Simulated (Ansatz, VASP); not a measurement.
# Hf: VASP beside Ansatz

Contents of INCAR:

```
SYSTEM = Hf
PREC = Accurate
ENCUT = 520
EDIFF = 1E-6
ISMEAR = 0
SIGMA = 0.15
LREAL = .FALSE.
LASPH = .TRUE.
NELM = 80
ALGO = Fast
ISIF = 2
LWAVE = .FALSE.
LCHARG = .FALSE.
GGA = PS
NBANDS = 11
```

The input KPOINTS:

```
Automatic mesh
0
G
  18 18 18
  0 0 0
```

POSCAR

```
Hf
1.0
    0.0000000000      2.2200000000      2.3976000000
    2.2200000000      0.0000000000      2.3976000000
    2.2200000000      2.2200000000      0.0000000000
Hf
1
Direct
    0.0000000000      0.0000000000      0.0000000000
```

Input for Ansatz:

```yaml
crystal:
  lattice:
    - [0.0, 2.22, 2.3976]
    - [2.22, 0.0, 2.3976]
    - [2.22, 2.22, 0.0]
  atoms:
    - { symbol: Hf, position: [0.0, 0.0, 0.0] }
basis:
  ecutwfc: 420
kpoints:
  mp_grid: { grid: [18, 18, 18] }
hamiltonian:
  xc: pbesol
scf:
  occupations: { method: gaussian, width: 0.15 }
output:
  forces: true
  stress: true
  eigenvalues: true
  write_density: true
  write_potential: true
  elf: true
  volumetric_format: npy
```

Change from the starting cell: strain +0.000 along x and y, +0.080 along z, atoms carried along.

Alike in both runs: task single point; functional PBEsol; k mesh 18 × 18 × 18; occupations gaussian, width 0.15 eV; no spin polarisation.

|  | VASP | Ansatz |
| --- | --- | --- |
| version | VASP 6.6.1 | Ansatz 0.2.0 |
| potentials or method | VASP PAW PBE potentials, release 64 (Hf_pv), cutoff 520 eV | scalar-relativistic, plane waves, PAW |
| valence electrons in the cell | 10 | 26 |

```tsv
	VASP	Ansatz	Ansatz less VASP
gap on the k mesh at the Fermi level (eV)	none	none	-
pressure (GPa)	-8.8	-8.4	+0.35
traceless stress, the component that is largest in VASP (GPa)	-2.65	-2.64	+0.008
```

VASP's potentials were made for PBE, not for PBEsol. A gap of «none» marks a metal or a gap that the smearing closes. VASP's potentials hold 10 valence electrons a cell and Ansatz's 26, so a difference there can come from the potentials and not from the codes.

Neither program's run includes spin-orbit coupling.
